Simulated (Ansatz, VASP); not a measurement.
# Two plane-wave programs on BaRe

```
Ba Re
1.0
     3.67302    0.00000    0.00000
     0.00000    3.67302    0.00000
     0.00000    0.00000    3.67302
Ba Re
1 1
Cartesian
  0.0000 0.0000 0.0000
  1.8365 1.8365 1.8365
```

Alike in both runs: task single point; functional PBE; k mesh 8 × 8 × 8; occupations gaussian, width 0.05 eV; no spin polarisation.

|  | VASP | Ansatz |
| --- | --- | --- |
| version | VASP 6.6.1 | Ansatz 0.2.0 |
| potentials or method | VASP PAW PBE potentials, release 64 (Ba_sv, Re), cutoff 520 eV | scalar-relativistic, plane waves, PAW |
| valence electrons in the cell | 17 | 25 |

|  | VASP | Ansatz | Ansatz less VASP |
| --- | --- | --- | --- |
| gap on the k mesh at the Fermi level (eV) | none | none | - |
| pressure (GPa) | 3.9 | 2.0 | -1.97 |

A gap of «none» marks a metal or a gap that the smearing closes. The functional is the same, so the differences come from potentials, cutoffs and numerics. VASP's potentials hold 17 valence electrons a cell and Ansatz's 25, so a difference there can come from the potentials and not from the codes.

Spin-orbit coupling is off throughout.
